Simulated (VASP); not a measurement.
# Co (Fm-3m) in VASP: further runs

Co is run at these levels: BLYP; tasks: single point, relaxation of cell and atoms.

Everything below comes from runs of VASP 6.6.1. Logs are shortened: lines on timing, memory, paths and dates and some standing lists are left out, and cuts for length are marked.

## (1) The cell of the first run

The structure is cubic, space group Fm-3m (No. 225). Conventional cell: a = 3.711 Å, b = 3.711 Å, c = 3.711 Å, α = 90.00°, β = 90.00°, γ = 90.00°. Co (site symmetry m-3m) has 12 Co at 2.62 Å within 3.5 Å.

## (2) Single point, BLYP, collinear spin, ferromagnetic start (volume scaled by 1.12)

Contents of INCAR:

```
SYSTEM = Co
  PREC = Accurate
  ENCUT = 520
  EDIFF = 1E-7
  ISMEAR = -1
  SIGMA = 0.05
  LREAL = .False.
  LASPH = .True.
  NELM = 150
  ALGO = Normal
  ISIF = 2
  LWAVE = .False.
  LCHARG = .True.
  ISPIN = 2
  MAGMOM = 1.714
  LORBIT = 11
  LMAXMIX = 4
  GGA = B5
  ALDAX = 1.0
  AGGAX = 1.0
  AGGAC = 1.0
  ALDAC = 0.0
  LELF = .True.
  LVHAR = .True.
  NBANDS = 14
```

Contents of KPOINTS:

```
regular mesh
0
Gamma
  17 17 17
  0 0 0
```

Contents of POSCAR:

```
Co
1.0
    0.0000000000      1.8555641929      1.8555641929
    1.8555641929      0.0000000000      1.8555641929
    1.8555641929      1.8555641929      0.0000000000
Co
1
Direct
    0.0000000000      0.0000000000      0.0000000000
```

Potentials or basis: VASP PAW PBE potentials, release 64 (Co).

The run is started by

```bash
$ cat potpaw_PBE.64/Co/POTCAR > POTCAR
$ mpirun -np 1 vasp_std > vasp.out
```

OUTCAR:

```text
SYSTEM = Co
   PREC = Accurate
   ENCUT = 520
   EDIFF = 1E-7
   ISMEAR = -1
   LREAL = .False.
   LASPH = .True.
   NELM = 150
   ISIF = 2
   ISPIN = 2
   LORBIT = 11
   GGA = B5

 ion  position               nearest neighbor table
   1  0.000  0.000  0.000-

  LATTYP: Found a face centered cubic cell.
 ALAT       =     3.7111283858

  Lattice vectors:

 A1 = (   0.0000000000,   1.8555641929,   1.8555641929)
 A2 = (   1.8555641929,   0.0000000000,   1.8555641929)
 A3 = (   1.8555641929,   1.8555641929,   0.0000000000)

Analysis of symmetry for initial positions (statically):
[... 25 lines left out ...]
The dynamic configuration has the point symmetry O_h .

Analysis of structural, dynamic, and magnetic symmetry:
=====================================================================
 Subroutine PRICEL returns:
[... 7 lines left out ...]
 out of a pool of 48 trial point group operations.

The overall configuration has the point symmetry O_h .

 Subroutine INISYM returns: Found 48 space group operations
[... 5 lines left out ...]
                                     Primitive cell

  volume of cell :      12.7779

  direct lattice vectors                    reciprocal lattice vectors
     0.000000000  1.855564193  1.855564193    -0.269459824  0.269459824  0.269459824
     1.855564193  0.000000000  1.855564193     0.269459824 -0.269459824  0.269459824
     1.855564193  1.855564193  0.000000000     0.269459824  0.269459824 -0.269459824

  length of vectors
     2.624164047  2.624164047  2.624164047     0.466718105  0.466718105  0.466718105

  position of ions in fractional coordinates (direct lattice)
     0.000000000  0.000000000  0.000000000

  ion indices of the primitive-cell ions
   primitive index   ion index
                 1           1

----------------------------------------------------------------------------------------

 KPOINTS: regular mesh

Automatic generation of k-mesh.
 Grid dimensions read from file:
 generate k-points for:   17   17   17

 Generating k-lattice:

  Cartesian coordinates                     Fractional coordinates (reciprocal lattice)
    -0.015850578  0.015850578  0.015850578     0.058823529  0.000000000  0.000000000
     0.015850578 -0.015850578  0.015850578     0.000000000  0.058823529  0.000000000
     0.015850578  0.015850578 -0.015850578     0.000000000  0.000000000  0.058823529

  Length of vectors
     0.027454006  0.027454006  0.027454006

  Shift w.r.t. Gamma in fractional coordinates (k-lattice)
     0.000000000  0.000000000  0.000000000

 Subroutine IBZKPT returns following result:
 ===========================================

 Found    165 irreducible k-points:

 Following reciprocal coordinates:
            Coordinates               Weight
  0.000000  0.000000  0.000000      1.000000
  0.058824  0.000000  0.000000      8.000000
  0.117647  0.000000  0.000000      8.000000
  0.176471  0.000000  0.000000      8.000000
  0.235294  0.000000  0.000000      8.000000
  0.294118  0.000000  0.000000      8.000000
[... 16 lines left out ...]
 -0.176471  0.058824  0.000000     24.000000
 -0.117647  0.058824  0.000000     24.000000
 [... further k-points ...]
   k-points           NKPTS =    165   k-points in BZ     NKDIM =    165   number of bands    NBANDS=     14
   number of dos      NEDOS =    301   number of ions     NIONS =      1
   total plane-waves  NPLWV =   8000
   dimension x,y,z NGX =    20 NGY =   20 NGZ =   20
   dimension x,y,z NGXF=    40 NGYF=   40 NGZF=   40
   ions per type =               1
   NGX,Y,Z   is equivalent  to a cutoff of  12.67, 12.67, 12.67 a.u.
   NGXF,Y,Z  is equivalent  to a cutoff of  25.34, 25.34, 25.34 a.u.
 SYSTEM =  Co
   PREC   = accura    normal or accurate (medium, high low for compatibility)
   ISTART =      0    job   : 0-new  1-cont  2-samecut
   ICHARG =      2    charge: 1-file 2-atom 10-const
   ISPIN  =      2    spin polarized calculation?
   LNONCOLLINEAR =      F non collinear calculations
   LSORBIT =      F    spin-orbit coupling
   LASPH  =      T    aspherical Exc in radial PAW
   ENCUT  =  520.0 eV  38.22 Ry    6.18 a.u.   4.88  4.88  4.88*2*pi/ulx,y,z
   NELM   =    150;   NELMIN=  2; NELMDL= -5     # of ELM steps
   EDIFF  = 0.1E-06   stopping-criterion for ELM
   LREAL  =      F    real-space projection
   EDIFFG = 0.1E-05   stopping-criterion for IOM
   NSW    =      0    number of steps for IOM
   IBRION =     -1    ionic relax: 0-MD 1-quasi-New 2-CG
   NFREE  =      0    steps in history (QN), initial steepest desc. (CG)
   ISIF   =      2    stress and relaxation
   ISYM   =      2    0-nonsym 1-usesym 2-fastsym
   POTIM  = 0.5000    time-step for ionic-motion
   TEBEG  =    0.0;   TEEND  =   0.0 temperature during run
   PSTRESS=    0.0 pullay stress
   NELECT =       9.0000    total number of electrons
   NUPDOWN=      -1.0000    fix difference up-down
   EMIN   =  10.00;   EMAX   =-10.00  energy-range for DOS
   EFERMI =   0.00;   METHOD = LEGACY
   ISMEAR =    -1;   SIGMA  =   0.05  broadening in eV -4-tet -1-fermi 0-gaus
   EFERMI_NEDOS =   21; number of points for ismear=-14 and -15
   IALGO  =     38    algorithm
   IMIX   =      4    mixing-type and parameters
     AMIX     =   0.40;   BMIX     =  1.00
     AMIX_MAG =   1.60;   BMIX_MAG =  1.00
  volume/ion in A,a.u.               =      12.78        86.23
  Fermi-wavevector in a.u.,A,eV,Ry     =   1.456587  2.752550 28.866732  2.121645
  Thomas-Fermi vector in A             =   2.573488
   LORBIT       =     11    0 simple, 1 ext, 2 COOP (PROOUT), +10 PAW based schemes
   GGA     = B5    functional components
   LHFCALC =     F    Hartree Fock is set to
   AEXX    =    0.0000 exact exchange contribution
   IVDW    =     0    specifies the selected vdW correction
   LEPSILON=     F    determine dielectric tensor
   LRPA    =     F    only Hartree local field effects (RPA)
 spin polarized calculation
  energy-cutoff  :      520.00
  volume of cell :       12.78
 maximum number of plane-waves:       354
   NGX =  9   NGY =  9   NGZ =  9

 number of electron       9.0000000 magnetization       1.6954402

 Free energy of the ion-electron system (eV)
  ---------------------------------------------------
  ext. energy  EPLUGINS =         0.00000000
  ---------------------------------------------------
  free energy    TOTEN  =        -5.97580160 eV

  energy without entropy =       -5.96419604  energy(sigma->0) =       -5.96999882

 E-fermi :   8.6864     XC(G=0): -11.8936

 val. band max:        8.6796584240   @ k =  -0.2353   0.2353   0.0000
 cond. band min:       8.6878393606   @ k =   0.2353   0.1176   0.0588
 fundamental gap:      0.0081809366
 Fermi energy:         8.6863777075

 spin component 1

 k-point     1 :       0.0000    0.0000    0.0000
  band No.  band energies     occupation
      1       0.7184      1.00000
      2       6.1855      1.00000
      3       6.1855      1.00000
      4       6.1855      1.00000
      5       6.9391      1.00000
      6       6.9391      1.00000
      7      30.6167      0.00000
      8      33.4943      0.00000
      9      33.4943      0.00000
     10      33.4943      0.00000
     11      36.2652      0.00000
     12      36.2652      0.00000
     13      36.2652      0.00000
     14      39.5786      0.00000

 k-point     2 :       0.0588    0.0000    0.0000
  band No.  band energies     occupation
      1       0.8404      1.00000
      2       6.1574      1.00000
      3       6.2119      1.00000
      4       6.2119      1.00000
      5       6.9289      1.00000
      6       6.9289      1.00000
      7      30.1291      0.00000
      8      32.1130      0.00000
      9      33.1999      0.00000
     10      33.1999      0.00000
     11      36.7089      0.00000
     12      36.7089      0.00000
     13      37.3608      0.00000
     14      40.3291      0.00000
[... 343 lines left out ...]
      1       2.1060      1.00000
      2       5.9307      1.00000
      3       6.3421      1.00000
      4       6.3770      1.00000
      5       6.8391      1.00000
      6       7.0967      1.00000
      7      24.3068      0.00000
      8      28.8587      0.00000
      9      32.3481      0.00000
     10      33.7289      0.00000
     11      36.0138      0.00000
     12      36.6004      0.00000
     13      39.1299      0.00000
     14      40.5461      0.00000

 k-point    24 :      -0.1176    0.0588    0.0000
  band No.  band energies     occupation
      1       1.4737      1.00000
      2       6.0157      1.00000
      3       6.3258      1.00000
      4       6.3266      1.00000
      5       6.8254      1.00000
      6       6.9929      1.00000
      7      27.0953      0.00000
      8      29.4341      0.00000
      9      32.5446      0.00000
     10      34.0483      0.00000
     11      36.3261      0.00000
     12      36.9579      0.00000
     13      39.0981      0.00000
     14      40.3991      0.00000

 [... further k-points ...]

 spin component 2

 k-point     1 :       0.0000    0.0000    0.0000
  band No.  band energies     occupation
      1       0.7487      1.00000
      2       7.7403      1.00000
      3       7.7403      1.00000
      4       7.7403      1.00000
      5       8.9575      0.00440
      6       8.9575      0.00440
      7      30.3067      0.00000
      8      33.7269      0.00000
      9      33.7269      0.00000
     10      33.7269      0.00000
     11      36.5620      0.00000
     12      36.5620      0.00000
     13      36.5620      0.00000
     14      39.2677      0.00000

 k-point     2 :       0.0588    0.0000    0.0000
  band No.  band energies     occupation
      1       0.8711      1.00000
      2       7.7029      1.00000
      3       7.7698      1.00000
      4       7.7698      1.00000
      5       8.9441      0.00574
      6       8.9441      0.00574
      7      29.9535      0.00000
      8      32.2646      0.00000
      9      33.4615      0.00000
     10      33.4615      0.00000
     11      36.9672      0.00000
     12      36.9672      0.00000
     13      37.4513      0.00000
     14      40.2005      0.00000
[... 343 lines left out ...]
      1       2.1567      1.00000
      2       7.3771      1.00000
      3       7.9650      1.00000
      4       7.9961      1.00000
      5       8.7833      0.12591
      6       9.0536      0.00065
      7      24.6337      0.00000
      8      29.0438      0.00000
      9      32.3394      0.00000
     10      34.0621      0.00000
     11      35.9910      0.00000
     12      36.8181      0.00000
     13      39.5676      0.00000
     14      40.5832      0.00000

 k-point    24 :      -0.1176    0.0588    0.0000
  band No.  band energies     occupation
      1       1.5094      1.00000
      2       7.5157      1.00000
      3       7.9035      1.00000
      4       7.9085      1.00000
      5       8.8119      0.07520
      6       8.9902      0.00229
      7      27.3188      0.00000
      8      29.6054      0.00000
      9      32.5664      0.00000
     10      34.3289      0.00000
     11      36.2791      0.00000
     12      37.1709      0.00000
     13      39.5797      0.00000
     14      40.4101      0.00000

 [... further k-points ...]
[... 5 lines left out ...]
  --------------------------------------------------------------------------------------
  -------------------------------------------------------------------------------------
  Total       -1.2867588     -1.2867588     -1.2867588     -0.0000000     -0.0000000      0.0000000
  in kB     -161.3428747   -161.3428747   -161.3428747     -0.0000000     -0.0000000      0.0000000
  external PRESSURE =    -161.3428747 kB  Pullay stress =       0.0000000 kB

 VOLUME and BASIS-vectors are now :
 -----------------------------------------------------------------------------
  energy-cutoff  :      520.00
  volume of cell :       12.78
      direct lattice vectors                 reciprocal lattice vectors
     0.000000000  1.855564193  1.855564193    -0.269459824  0.269459824  0.269459824
     1.855564193  0.000000000  1.855564193     0.269459824 -0.269459824  0.269459824
     1.855564193  1.855564193  0.000000000     0.269459824  0.269459824 -0.269459824

 POSITION                                       TOTAL-FORCE (eV/Angst)
 -----------------------------------------------------------------------------------
      0.00000      0.00000      0.00000         0.000000      0.000000      0.000000
 -----------------------------------------------------------------------------------
    total drift:                                0.000000      0.000000      0.000000

  FREE ENERGIE OF THE ION-ELECTRON SYSTEM (eV)
  ---------------------------------------------------
  free  energy   TOTEN  =        -5.9758015995 eV

  energy  without entropy=       -5.9641960441  energy(sigma->0) =       -5.96999882

 total charge

# of ion       s       p       d       tot
------------------------------------------
    1        0.427   0.384   7.225   8.037

 magnetization (x)

# of ion       s       p       d       tot
------------------------------------------
    1       -0.011  -0.042   1.788   1.735
```

It took 90 s on 1 thread of Intel Xeon 8259CL, shared host; peak memory 0.16 GiB.

What came out:

```yaml
Free_energy: -5.9758 eV
Pressure: -16.1 GPa
Net_moment: 1.70 μB per cell
Site_moments: Co +1.74 μB
Valence_electrons_inside_the_program's_atomic_spheres: Co 8.04
```

Caveat: the cell differs from its parent crystal (volume scaled by 1.12); the PAW data sets were made with another functional, which shifts forces and pressure a little.

## (3) Relaxation of cell and atoms, BLYP, collinear spin, ferromagnetic start

This run uses another cell than the first one, of 11.07 Å³/atom, 0.867 times its volume.

Contents of INCAR:

```
PREC     = Accurate       # precision mode
ENCUT    = 600            # plane-wave cutoff, eV
EDIFF    = 1E-6           # SCF threshold, eV
ISMEAR   = -1             # smearing method
SIGMA    = 0.05           # smearing width, eV
LREAL    = F              # projectors in reciprocal space
LASPH    = T              # aspherical terms in the spheres
NELM     = 150            # most SCF steps
ALGO     = Normal         # electronic algorithm
ISIF     = 3              # what is computed and relaxed
LWAVE    = F              # write WAVECAR
LCHARG   = F              # write CHGCAR
ISPIN    = 2              # spin polarisation
MAGMOM   = 1.7            # initial moments
LORBIT   = 11             # projections on sites
LMAXMIX  = 4              # l up to which the mixer works
GGA      = B5             # functional
ALDAX    = 1.0          
AGGAX    = 1.0          
AGGAC    = 1.0          
ALDAC    = 0.0          
IBRION   = 2              # ionic algorithm
NSW      = 80             # ionic steps
EDIFFG   = -0.01          # ionic threshold
```

Contents of KPOINTS:

```
Automatic mesh
0
Gamma
  15 15 15
```

Contents of POSCAR:

```
Co
1.0
    0.0000000000      1.7691019796      1.7691019796
    1.7691019796      0.0000000000      1.7691019796
    1.7691019796      1.7691019796      0.0000000000
Co
1
Direct
    0.0000000000      0.0000000000      0.0000000000
```

Potentials or basis: VASP PAW PBE potentials, release 64 (Co).

The run is started by

```bash
$ cat potpaw_PBE.64/Co/POTCAR > POTCAR
$ mpirun -np 1 vasp_std > vasp.out
```

It took 1.8 min on 1 thread of Intel Xeon 8259CL, shared host; peak memory 0.16 GiB.

It converged, with:

- Free energy: -6.0530 eV
- Relaxed volume: 11.39 Å³/atom
- Relaxed cell: a = 2.526 Å, b = 2.526 Å, c = 2.526 Å, α = 60.00°, β = 60.00°, γ = 60.00°
- Space group after relaxing (to 0.05 Å): Fm-3m (No. 225)
- Energy gained by relaxing: 5.4 meV/atom
- Ionic steps: 3
- Pressure after relaxing: 0.0 GPa
- Net moment: 1.64 μB per cell
- Site moments: Co +1.67 μB
- Valence electrons inside the program's atomic spheres: Co 8.21

The path:
| step | energy change (eV) | largest force (eV/Å) | pressure (GPa) | volume (Å³) |
| --- | --- | --- | --- | --- |
| 1 | 0.0000 | 0.0000 | 5.64 | 11.07 |
| 2 | -0.0004 | 0.0000 | -4.87 | 11.71 |
| 3 | -0.0054 | 0.0000 | -0.04 | 11.39 |

Final structure:
```yaml
crystal:
  lattice:
    - [0.00000, 1.78587, 1.78587]
    - [1.78587, 0.00000, 1.78587]
    - [1.78587, 1.78587, 0.00000]
  atoms:
    - { symbol: Co, position: [0.00000, 0.00000, 0.00000] }
```

Levels at points of the mesh, in eV from the Fermi level:
Spin up:
```csv
k point,band 2,band 3,band 4,band 5,band 6,band 7,band 8,band 9
"(0.00, 0.00, 0.00)",-2.62,-2.62,-2.62,-1.66,-1.66,22.93,26.70,26.70
```
Spin down:
```csv
k point,band 1,band 2,band 3,band 4,band 5,band 6,band 7,band 8,band 9
"(0.00, 0.00, 0.00)",-8.53,-1.10,-1.10,-1.10,0.28,0.28,22.65,26.90,26.90
```

Caveat: the PAW data sets were made with another functional, which shifts forces and pressure a little.

## (4) Single point, BLYP, collinear spin, ferromagnetic start

This run uses another cell than the first one, of 11.41 Å³/atom, 0.893 times its volume.

Contents of INCAR:

```
  AGGAC = 1.0
  AGGAX = 1.0
  ALDAC = 0.0
  ALDAX = 1.0
  ALGO = Normal
  EDIFF = 1E-6
  ENCUT = 520
  GGA = B5
  ISIF = 2
  ISMEAR = -1
  ISPIN = 2
  LASPH = T
  LCHARG = F
  LMAXMIX = 4
  LORBIT = 11
  LREAL = F
  LWAVE = F
  MAGMOM = 1.722
  NBANDS = 14
  NELM = 150
  PREC = Accurate
  SIGMA = 0.05
```

Contents of KPOINTS:

```
k-points
0
Gamma
  25 25 25
```

Contents of POSCAR:

```
Co
1.0
    0.0000000000      1.7867754460      1.7867754460
    1.7867754460      0.0000000000      1.7867754460
    1.7867754460      1.7867754460      0.0000000000
Co
1
Direct
    0.0000000000      0.0000000000      0.0000000000
```

The run is started by

```bash
$ cat potpaw_PBE.64/Co/POTCAR > POTCAR
$ mpirun -np 1 vasp_std > vasp.out
```

Wall time 4.1 min (1 thread of Intel Xeon 8259CL, shared host); peak memory 0.23 GiB.

The run converged. Its results:

```
Free energy                                           : -6.0525 eV
Pressure                                              : -0.4 GPa
Net moment                                            : 1.64 μB per cell
Site moments                                          : Co +1.66 μB
Valence electrons inside the program's atomic spheres : Co 8.21
```

Levels at points of the mesh, in eV from the Fermi level:
Spin up:
```tsv
k point	band 1	band 2	band 3	band 4	band 5	band 6	band 7	band 8	band 9	band 10
(0.00, 0.00, 0.00)	-8.57	-2.62	-2.62	-2.62	-1.66	-1.66	22.91	26.68	26.68	26.68
```
Spin down:
| k point | band 1 | band 2 | band 3 | band 4 | band 5 | band 6 | band 7 | band 8 |
| --- | --- | --- | --- | --- | --- | --- | --- | --- |
| (0.00, 0.00, 0.00) | -8.52 | -1.09 | -1.09 | -1.09 | 0.27 | 0.27 | 22.64 | 26.88 |

Caveat: the PAW data sets were made with another functional, which shifts forces and pressure a little.

## (5) Summary

```csv
task,cell,k mesh,cutoff (eV),gap on the mesh (eV),pressure (GPa),moment (μB)
single point,"a = 2.624 Å, angles 60.0°, 1 atom",17 × 17 × 17,520,none,-16.1,1.70
relaxation of cell and atoms,"relaxed from a = 2.502 Å, angles 60.0°, 1 atom",15 × 15 × 15,600,none,0.0,1.64
single point,"a = 2.527 Å, angles 60.0°, 1 atom",25 × 25 × 25,520,none,-0.4,1.64
```

Alike in all rows: level BLYP; potentials or basis VASP PAW PBE potentials, release 64 (Co); spin collinear, ferromagnetic start; smearing fermi-dirac 0.05 eV.

Caveats: the PAW data sets were made with another functional, which shifts forces and pressure a little.

Total energies depend on the potentials used, so only differences within one code and one set of settings carry meaning.
